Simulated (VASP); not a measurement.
Input of a VASP 6.6.1 run:

The input INCAR:

```
SYSTEM = Tc
GGA      = PE             ! functional
ISMEAR   = 1              ! smearing method
SIGMA    = 0.1            ! smearing width, eV
LWAVE    = .False.        ! write WAVECAR
LCHARG   = .False.        ! write CHGCAR
ISIF     = 2              ! what is computed and relaxed
ISYM     = 0            
PREC     = Normal         ! precision mode
LASPH    = .True.         ! aspherical terms in the spheres
LREAL    = Auto         
ALGO     = Normal         ! electronic algorithm
EDIFF    = 1E-5           ! SCF threshold, eV
NELM     = 120            ! most SCF steps
GGA_COMPAT= .False.      
ENCUT    = 300            ! plane-wave cutoff, eV
ROPT     = -0.00025
```

File KPOINTS:

```
k-points
0
Gamma
  1 1 1
```

Contents of POSCAR:

```
Tc
1.0
    0.0000000000      5.8500000000      5.8500000000
    5.8500000000      0.0000000000      5.8500000000
    5.8500000000      5.8500000000      0.0000000000
Tc
27
Direct
   -0.0013550000     -0.0006590000     -0.0032720000
   -0.0026240000      0.0052670000      0.3314660000
    0.0078060000      0.0024610000      0.6657760000
    0.0028430000      0.3312500000     -0.0005820000
    0.0001380000      0.3317360000      0.3318290000
   -0.0087900000      0.3440380000      0.6690170000
    0.0039150000      0.6605610000     -0.0022080000
   -0.0010410000      0.6730730000      0.3292620000
   -0.0010310000      0.6647960000      0.6730340000
    0.3304040000     -0.0013350000      0.0001460000
    0.3323610000      0.0001660000      0.3385870000
    0.3356580000     -0.0042970000      0.6638740000
    0.3327320000      0.3297840000      0.0028260000
    0.3347830000      0.3283740000      0.3320980000
    0.3367700000      0.3331700000      0.6657490000
    0.3354550000      0.6713750000      0.0029000000
    0.3365540000      0.6695280000      0.3264630000
    0.3382740000      0.6680690000      0.6667200000
    0.6627780000     -0.0028660000      0.0064590000
    0.6658580000      0.0004620000      0.3344400000
    0.6661470000      0.0041090000      0.6671920000
    0.6679970000      0.3353560000     -0.0051390000
    0.6670370000      0.3390650000      0.3313650000
    0.6741420000      0.3347510000      0.6575290000
    0.6691250000      0.6673180000      0.0056150000
    0.6692130000      0.6668030000      0.3314620000
    0.6671760000      0.6721740000      0.6675300000
```

Potentials or basis: VASP PAW PBE potentials, release 64 (Tc_pv).

The run is started by

```sh
$ cat potpaw_PBE.64/Tc_pv/POTCAR > POTCAR
$ mpirun -np 8 vasp_std > vasp.out
```

Task: What does it give for the band gap on the k mesh?

Result: Zero (an odd number of electrons rules out a gap without spin polarisation).

Task: Estimate the largest force.

Result: 1.389 eV/Å.

Forces in eV/Å, atoms in the order of the input:
```
Tc  -1.187 -0.323 -0.374
Tc  -0.128 -0.004  0.042
Tc   0.711  0.449  0.844
Tc   0.209  0.143  0.333
Tc   0.176  0.143 -0.167
Tc   1.034 -0.279 -0.041
Tc  -1.147  0.262 -0.102
Tc   0.195 -0.760  0.789
Tc   0.010  0.275 -1.362
Tc   0.499 -0.445 -0.291
Tc   0.496  0.134  0.388
Tc  -0.685  0.161 -0.133
Tc   0.082  0.147 -0.385
Tc  -0.390  0.869 -0.525
Tc   0.158 -0.189  0.165
Tc   1.055  0.281  0.610
Tc  -0.413 -1.103  0.251
Tc  -0.288  0.262 -0.273
Tc   1.025 -0.396 -0.442
Tc  -0.625  0.349 -0.769
Tc   0.049  0.332  0.433
Tc  -0.031 -0.274  0.397
Tc  -0.215  0.030  0.534
Tc  -0.921 -0.748  0.074
Tc  -0.248  0.791 -0.252
Tc   0.118 -0.390 -0.088
Tc   0.464  0.284  0.345
```

Caveat: the k points lie up to 0.93 Å⁻¹ apart, too coarse for converged energies and pressures of a metal; the cell differs from its parent crystal (atoms moved at random); forces of over 1 eV/Å act on the atoms, so gaps and moduli don't describe the material at rest.
